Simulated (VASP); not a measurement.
# Sb (P6_3/mmc) in VASP: further runs

The runs below take Sb through single point, with r2SCAN.

All numbers are computed with VASP 6.6.1; they aren't measurements. Logs are shortened: lines on timing, memory, paths and dates and some standing lists are left out, and cuts for length are marked.

## Step 1: The cell of the first run

Symmetry: P6_3/mmc, No. 194, hexagonal system. Conventional cell: a = 3.557 Å, b = 3.557 Å, c = 4.783 Å, α = 90.00°, β = 90.00°, γ = 120.00°. Sb (site symmetry -6m2) has 12 Sb at 3.15 to 3.56 Å within 4.1 Å.

## Step 2: Single point, r2SCAN

File POSCAR:

```
Sb
1.0
    3.5565429593      0.0000000000      0.0000000000
   -1.7782714797      3.0800565524      0.0000000000
    0.0000000000      0.0000000000      4.7827002133
Sb
2
Direct
    0.3333333333      0.6666666667      0.2500000000
    0.6666666667      0.3333333333      0.7500000000
```

File INCAR.step1:

```
SYSTEM = Sb
PREC     = Accurate       ! precision mode
ENCUT    = 520            ! plane-wave cutoff, eV
ISMEAR   = 0              ! smearing method
SIGMA    = 0.15           ! smearing width, eV
LREAL    = .FALSE.        ! projectors in reciprocal space
LASPH    = .TRUE.         ! aspherical terms in the spheres
NELM     = 80             ! most SCF steps
NBANDS   = 12             ! bands
GGA      = PE             ! functional
ALGO     = Normal         ! electronic algorithm
EDIFF    = 1E-4           ! SCF threshold, eV
LWAVE    = .TRUE.         ! write WAVECAR
LCHARG   = .FALSE.        ! write CHGCAR
```

File INCAR.step2:

```
SYSTEM = Sb
PREC     = Accurate       ! precision mode
ENCUT    = 520            ! plane-wave cutoff, eV
EDIFF    = 1E-6           ! SCF threshold, eV
ISMEAR   = 0              ! smearing method
SIGMA    = 0.15           ! smearing width, eV
LREAL    = .FALSE.        ! projectors in reciprocal space
LASPH    = .TRUE.         ! aspherical terms in the spheres
NELM     = 80             ! most SCF steps
ALGO     = Normal         ! electronic algorithm
ISIF     = 2              ! what is computed and relaxed
LWAVE    = .FALSE.        ! write WAVECAR
LCHARG   = .FALSE.        ! write CHGCAR
METAGGA  = R2SCAN         ! meta-GGA
LMIXTAU  = .TRUE.       
NBANDS   = 12             ! bands
ISTART   = 1
```

File KPOINTS:

```
Automatic mesh
0
G
  18 18 10
  0 0 0
```

Potentials or basis: VASP PAW PBE potentials, release 64 (Sb).

Started as:

```sh
> cat potpaw_PBE.64/Sb/POTCAR > POTCAR
> cp INCAR.step1 INCAR
> mpirun -np 1 vasp_std > vasp.out
> cp INCAR.step2 INCAR
> mpirun -np 1 vasp_std > vasp.out
```

OUTCAR:

```text
SYSTEM = Sb
   PREC = Accurate
   ENCUT = 520
   EDIFF = 1E-6
   ISMEAR = 0
   LREAL = .FALSE.
   LASPH = .TRUE.
   NELM = 80
   ISIF = 2
   METAGGA = R2SCAN
   ISTART = 1

 ion  position               nearest neighbor table
   1  0.333  0.667  0.250-   2 3.15   2 3.15   2 3.15   2 3.15   2 3.15   2 3.15
   2  0.667  0.333  0.750-   1 3.15   1 3.15   1 3.15   1 3.15   1 3.15   1 3.15

  LATTYP: Found a hexagonal cell.
 ALAT       =     3.5565429593
 C/A-ratio  =     1.3447609850

  Lattice vectors:

 A1 = (   3.5565429593,   0.0000000000,   0.0000000000)
 A2 = (  -1.7782714797,   3.0800565524,   0.0000000000)
 A3 = (   0.0000000000,   0.0000000000,   4.7827002133)

Analysis of symmetry for initial positions (statically):
[... 35 lines left out ...]
                                     Primitive cell

  volume of cell :      52.3914

  direct lattice vectors                    reciprocal lattice vectors
     3.556542959  0.000000000  0.000000000     0.281171917  0.162334682  0.000000000
    -1.778271480  3.080056552  0.000000000     0.000000000  0.324669363  0.000000000
     0.000000000  0.000000000  4.782700213     0.000000000  0.000000000  0.209086908

  length of vectors
     3.556542959  3.556542959  4.782700213     0.324669363  0.324669363  0.209086908

  position of ions in fractional coordinates (direct lattice)
     0.333333333  0.666666667  0.250000000
     0.666666667  0.333333333  0.750000000

  ion indices of the primitive-cell ions
   primitive index   ion index
                 1           1
                 2           2

----------------------------------------------------------------------------------------

 KPOINTS: Automatic mesh

Automatic generation of k-mesh.
 Grid dimensions read from file:
 generate k-points for:   18   18   10

 Generating k-lattice:

  Cartesian coordinates                     Fractional coordinates (reciprocal lattice)
     0.015620662  0.009018593  0.000000000     0.055555556  0.000000000  0.000000000
     0.000000000  0.018037187  0.000000000     0.000000000  0.055555556  0.000000000
     0.000000000  0.000000000  0.020908691     0.000000000  0.000000000  0.100000000

  Length of vectors
     0.018037187  0.018037187  0.020908691

  Shift w.r.t. Gamma in fractional coordinates (k-lattice)
     0.000000000  0.000000000  0.000000000

 Subroutine IBZKPT returns following result:
 ===========================================

 Found    222 irreducible k-points:

 Following reciprocal coordinates:
[... 46 lines left out ...]
   EDIFFG = 0.1E-04   stopping-criterion for IOM
   NSW    =      0    number of steps for IOM
   IBRION =     -1    ionic relax: 0-MD 1-quasi-New 2-CG
   NFREE  =      0    steps in history (QN), initial steepest desc. (CG)
   ISIF   =      2    stress and relaxation
   ISYM   =      2    0-nonsym 1-usesym 2-fastsym
   POTIM  = 0.5000    time-step for ionic-motion
   TEBEG  =    0.0;   TEEND  =   0.0 temperature during run
   PSTRESS=    0.0 pullay stress
   NELECT =      10.0000    total number of electrons
   NUPDOWN=      -1.0000    fix difference up-down
   EMIN   =  10.00;   EMAX   =-10.00  energy-range for DOS
   EFERMI =   0.00;   METHOD = LEGACY
   ISMEAR =     0;   SIGMA  =   0.15  broadening in eV -4-tet -1-fermi 0-gaus
   EFERMI_NEDOS =   21; number of points for ismear=-14 and -15
   IALGO  =     38    algorithm
   IMIX   =      4    mixing-type and parameters
     AMIX     =   0.40;   BMIX     =  1.00
     AMIX_MAG =   1.60;   BMIX_MAG =  1.00
  volume/ion in A,a.u.               =      26.20       176.78
  Fermi-wavevector in a.u.,A,eV,Ry     =   0.942587  1.781231 12.088376  0.888471
  Thomas-Fermi vector in A             =   2.070211
   LORBIT       =      0    0 simple, 1 ext, 2 COOP (PROOUT), +10 PAW based schemes
   METAGGA = R2SCAN    functional components
   LHFCALC =     F    Hartree Fock is set to
   AEXX    =    0.0000 exact exchange contribution
   IVDW    =     0    specifies the selected vdW correction
   LEPSILON=     F    determine dielectric tensor
   LRPA    =     F    only Hartree local field effects (RPA)
 non-spin polarized calculation
 Gauss-broadening in eV      SIGMA  =   0.15
  energy-cutoff  :      520.00
  volume of cell :       52.39
 maximum number of plane-waves:      1452
 NGX is ok and might be reduce to    28

 number of electron      10.0000001 magnetization

 Free energy of the ion-electron system (eV)
  ---------------------------------------------------
  ext. energy  EPLUGINS =         0.00000000
  ---------------------------------------------------
  free energy    TOTEN  =       -50.57302715 eV

  energy without entropy =      -50.55846304  energy(sigma->0) =      -50.56574509

 E-fermi :   8.6873     XC(G=0): -10.8996

 val. band max:        8.6868184972   @ k =   0.1667   0.0556   0.3000
 cond. band min:       8.6958954944   @ k =   0.3333   0.0000   0.3000
 fundamental gap:      0.0090769972
 Fermi energy:         8.6872983647

 k-point     1 :       0.0000    0.0000    0.0000
  band No.  band energies     occupation
      1      -5.0602      2.00000
      2       1.3418      2.00000
      3       3.0505      2.00000
      4      10.4045      0.00000
      5      10.4045      0.00000
      6      13.0125      0.00000
      7      13.0125      0.00000
      8      14.7964      0.00000
      9      16.3598      0.00000
     10      17.3277      0.00000
     11      18.6909      0.00000
     12      18.6909      0.00000
[... 331 lines left out ...]
 k-point    24 :       0.3889    0.1111    0.0000
  band No.  band energies     occupation
      1      -1.9957      2.00000
      2       0.2788      2.00000
      3       5.1026      2.00000
      4       6.1698      2.00000
      5       6.8347      2.00000
      6       7.9814      2.00000
      7       9.1071      0.00008
      8      12.1695      0.00000
      9      13.8307      0.00000
     10      15.2696      0.00000
     11      19.8296      0.00000
     12      19.8404      0.00000

 [... further k-points ...]
[... 5 lines left out ...]
  --------------------------------------------------------------------------------------
  -------------------------------------------------------------------------------------
  Total        1.4218352      1.4218352      0.5707451     -0.0000000     -0.0000000      0.0000000
  in kB       43.4810414     43.4810414     17.4539152     -0.0000000     -0.0000000      0.0000000
  external PRESSURE =      34.8053327 kB  Pullay stress =       0.0000000 kB

 VOLUME and BASIS-vectors are now :
 -----------------------------------------------------------------------------
  energy-cutoff  :      520.00
  volume of cell :       52.39
      direct lattice vectors                 reciprocal lattice vectors
     3.556542959  0.000000000  0.000000000     0.281171917  0.162334682  0.000000000
    -1.778271480  3.080056552  0.000000000     0.000000000  0.324669363  0.000000000
     0.000000000  0.000000000  4.782700213     0.000000000  0.000000000  0.209086908

 POSITION                                       TOTAL-FORCE (eV/Angst)
 -----------------------------------------------------------------------------------
     -0.00000      2.05337      1.19568         0.000000      0.000000      0.000000
      1.77827      1.02669      3.58703        -0.000000     -0.000000      0.000000
 -----------------------------------------------------------------------------------
    total drift:                               -0.000000      0.000000      0.000000

  FREE ENERGIE OF THE ION-ELECTRON SYSTEM (eV)
  ---------------------------------------------------
  free  energy   TOTEN  =       -50.5730271475 eV

  energy  without entropy=      -50.5584630409  energy(sigma->0) =      -50.56574509
```

It took 4.4 min on 1 thread of Intel Xeon Platinum 8375C at 2.90GHz (Ice Lake), shared host; peak memory 0.26 GiB.

Results:

- Free energy: -50.5730 eV
- Pressure: 3.5 GPa
- Band gap on the k mesh: zero (band 5 reaches 11.77 eV, above the bottom of band 6 at 5.46 eV)

Levels at points of the mesh, in eV from the Fermi level:
| k point | band 1 | band 2 | band 3 | band 4 | band 5 | band 6 | band 7 | band 8 | band 9 | band 10 |
| --- | --- | --- | --- | --- | --- | --- | --- | --- | --- | --- |
| (0.00, 0.00, 0.00) | -13.75 | -7.35 | -5.64 | 1.72 | 1.72 | 4.33 | 4.33 | 6.11 | 7.67 | 8.64 |
| (0.50, 0.00, 0.00) | -10.52 | -8.78 | -3.21 | -2.42 | -1.38 | -1.15 | 0.12 | 3.82 | 4.45 | 8.28 |
| (0.00, 0.00, 0.50) | -11.95 | -11.95 | 1.91 | 1.91 | 3.08 | 3.08 | 3.08 | 3.08 | 7.88 | 7.88 |
| (0.50, 0.00, 0.50) | -9.12 | -9.12 | -5.70 | -5.70 | 0.76 | 0.76 | 2.97 | 2.97 | 7.14 | 7.14 |

Caveat: the PAW data sets were made with another functional, which shifts forces and pressure a little; spin-orbit coupling is left out, which moves the levels of the heavy elements.

## Step 3: Single point, r2SCAN

This run uses another cell than the first one, of the same volume but with other edges.

File POSCAR:

```
Sb
1.0
    3.1703505502      0.0000000000      0.0000000000
   -1.5851752751      2.7456041154      0.0000000000
    0.0000000000      0.0000000000      6.0188664407
Sb
2
Direct
    0.3333333333      0.6666666667      0.2500000000
    0.6666666667      0.3333333333      0.7500000000
```

File INCAR.step1:

```
SYSTEM = Sb
  ALGO = Normal
  EDIFF = 1E-4
  ENCUT = 520
  GGA = PE
  ISMEAR = 0
  LASPH = .TRUE.
  LCHARG = .FALSE.
  LREAL = .FALSE.
  LWAVE = .TRUE.
  NBANDS = 12
  NELM = 100
  PREC = Accurate
  SIGMA = 0.15
```

File INCAR.step2:

```
SYSTEM = Sb
  ALGO = Normal
  EDIFF = 1E-6
  ENCUT = 520
  ISIF = 2
  ISMEAR = 0
  ISTART = 1
  LASPH = .TRUE.
  LCHARG = .FALSE.
  LMIXTAU = .TRUE.
  LREAL = .FALSE.
  LWAVE = .FALSE.
  METAGGA = R2SCAN
  NBANDS = 12
  NELM = 100
  PREC = Accurate
  SIGMA = 0.15
```

File KPOINTS:

```
k-points
0
G
  18 18 10
  0 0 0
```

Potentials or basis: VASP PAW PBE potentials, release 64 (Sb).

Started as:

```sh
> cat potpaw_PBE.64/Sb/POTCAR > POTCAR
> cp INCAR.step1 INCAR
> mpirun -np 1 vasp_std > vasp.out
> cp INCAR.step2 INCAR
> mpirun -np 1 vasp_std > vasp.out
```

OUTCAR:

```text
SYSTEM = Sb
   EDIFF = 1E-6
   ENCUT = 520
   ISIF = 2
   ISMEAR = 0
   ISTART = 1
   LASPH = .TRUE.
   LREAL = .FALSE.
   METAGGA = R2SCAN
   NELM = 100
   PREC = Accurate

 ion  position               nearest neighbor table
   1  0.333  0.667  0.250-   2 3.52   2 3.52   2 3.52   2 3.52   2 3.52   2 3.52
   2  0.667  0.333  0.750-   1 3.52   1 3.52   1 3.52   1 3.52   1 3.52   1 3.52

  LATTYP: Found a hexagonal cell.
 ALAT       =     3.1703505502
 C/A-ratio  =     1.8984860965

  Lattice vectors:

 A1 = (   3.1703505502,   0.0000000000,   0.0000000000)
 A2 = (  -1.5851752751,   2.7456041154,   0.0000000000)
 A3 = (   0.0000000000,   0.0000000000,   6.0188664407)

Analysis of symmetry for initial positions (statically):
[... 35 lines left out ...]
                                     Primitive cell

  volume of cell :      52.3914

  direct lattice vectors                    reciprocal lattice vectors
     3.170350550  0.000000000  0.000000000     0.315422533  0.182109284  0.000000000
    -1.585175275  2.745604115  0.000000000     0.000000000  0.364218568  0.000000000
     0.000000000  0.000000000  6.018866441     0.000000000  0.000000000  0.166144242

  length of vectors
     3.170350550  3.170350550  6.018866441     0.364218568  0.364218568  0.166144242

[... 135 lines left out ...]

 k-point     1 :       0.0000    0.0000    0.0000
  band No.  band energies     occupation
      1      -5.0554      2.00000
      2      -2.3326      2.00000
      3       2.3569      2.00000
      4      11.9320      0.00000
      5      14.6631      0.00000
      6      14.6631      0.00000
      7      15.8873      0.00000
      8      15.8873      0.00000
      9      16.4841      0.00000
     10      19.2773      0.00000
     11      20.2030      0.00000
     12      20.2360      0.00000
[... 331 lines left out ...]
 k-point    24 :       0.3889    0.1111    0.0000
  band No.  band energies     occupation
      1      -0.7873      2.00000
      2       1.0256      2.00000
      3       3.5233      2.00000
      4       5.1873      2.00000
      5       6.4612      2.00000
      6       8.8281      1.48671
      7       9.4246      0.00000
      8      11.2095      0.00000
      9      15.5180      0.00000
     10      16.8616      0.00000
     11      18.4599      0.00000
     12      19.6838      0.00000

 [... further k-points ...]
[... 5 lines left out ...]
  --------------------------------------------------------------------------------------
  -------------------------------------------------------------------------------------
  Total        2.2352685      2.2352685     -0.1640632      0.0000000      0.0000000      0.0000000
  in kB       68.3565868     68.3565868     -5.0172038      0.0000000      0.0000000      0.0000000
  external PRESSURE =      43.8986566 kB  Pullay stress =       0.0000000 kB

 VOLUME and BASIS-vectors are now :
 -----------------------------------------------------------------------------
  energy-cutoff  :      520.00
  volume of cell :       52.39
      direct lattice vectors                 reciprocal lattice vectors
     3.170350550  0.000000000  0.000000000     0.315422533  0.182109284  0.000000000
    -1.585175275  2.745604115  0.000000000     0.000000000  0.364218568  0.000000000
     0.000000000  0.000000000  6.018866441     0.000000000  0.000000000  0.166144242

 POSITION                                       TOTAL-FORCE (eV/Angst)
 -----------------------------------------------------------------------------------
     -0.00000      1.83040      1.50472        -0.000000      0.000000      0.000000
      1.58518      0.91520      4.51415         0.000000     -0.000000      0.000000
 -----------------------------------------------------------------------------------
    total drift:                               -0.000000      0.000000      0.000000

  FREE ENERGIE OF THE ION-ELECTRON SYSTEM (eV)
  ---------------------------------------------------
  free  energy   TOTEN  =       -50.4606434916 eV

  energy  without entropy=      -50.4484398941  energy(sigma->0) =      -50.45454169
```

OUTCAR.step1:

```text
SYSTEM = Sb
   EDIFF = 1E-4
   ENCUT = 520
   GGA = PE
   ISMEAR = 0
   LASPH = .TRUE.
   LREAL = .FALSE.
[... 584 lines left out ...]
     -0.00000      1.83040      1.50472         0.000000     -0.000000      0.000000
      1.58518      0.91520      4.51415        -0.000000      0.000000      0.000000
 -----------------------------------------------------------------------------------
    total drift:                               -0.000000      0.000000      0.000000

  FREE ENERGIE OF THE ION-ELECTRON SYSTEM (eV)
  ---------------------------------------------------
  free  energy   TOTEN  =        -7.6005165229 eV

  energy  without entropy=       -7.5875419367  energy(sigma->0) =       -7.59402923
```

OSZICAR.step1:

```text
N       E                     dE             d eps       ncg     rms          rms(c)
DAV:   1     0.342474145360E+02    0.34247E+02   -0.35923E+03  5328   0.663E+02
DAV:   2    -0.576607982224E+01   -0.40013E+02   -0.38542E+02  7112   0.108E+02
DAV:   3    -0.759424066006E+01   -0.18282E+01   -0.18116E+01  6620   0.257E+01
DAV:   4    -0.760882981666E+01   -0.14589E-01   -0.14586E-01  6088   0.271E+00
DAV:   5    -0.760897837388E+01   -0.14856E-03   -0.14856E-03  6388   0.305E-01    0.267E+00
DAV:   6    -0.760334701420E+01    0.56314E-02   -0.29625E-03  6048   0.285E-01    0.154E+00
DAV:   7    -0.760048366276E+01    0.28634E-02   -0.60297E-03  5856   0.406E-01    0.465E-02
DAV:   8    -0.760051652291E+01   -0.32860E-04   -0.17891E-04  5744   0.878E-02
   1 F= -.76005165E+01 E0= -.75940292E+01  d E =-.129746E-01
```

Wall time 2.8 min (1 thread of Intel Xeon Platinum 8375C at 2.90GHz (Ice Lake), shared host); peak memory 0.26 GiB.

Results:

* Free energy: -50.4606 eV
* Pressure: 4.4 GPa
* Band gap on the k mesh: zero (band 5 reaches 15.26 eV, above the bottom of band 6 at 5.13 eV)

Stress tensor (GPa, compression positive):
```
 6.84  0.00  0.00
 0.00  6.84  0.00
 0.00  0.00 -0.50
```

Levels at points of the mesh, in eV from the Fermi level:
```tsv
k point	band 2	band 3	band 4	band 5	band 6	band 7	band 8	band 9
(0.00, 0.00, 0.00)	-11.23	-6.54	3.03	5.77	5.77	6.99	6.99	7.59
(0.50, 0.00, 0.00)	-8.22	-5.46	-4.63	-2.21	-0.04	1.62	3.92	5.83
(0.00, 0.00, 0.50)	-12.97	-2.59	-2.59	6.37	6.37	6.37	6.37	10.89
(0.50, 0.00, 0.50)	-8.58	-6.00	-6.00	0.96	0.96	2.56	2.56	5.53
```

Caveat: the PAW data sets were made with another functional, which shifts forces and pressure a little; spin-orbit coupling is left out, which moves the levels of the heavy elements.

(Part 1 of 2 ends here.)
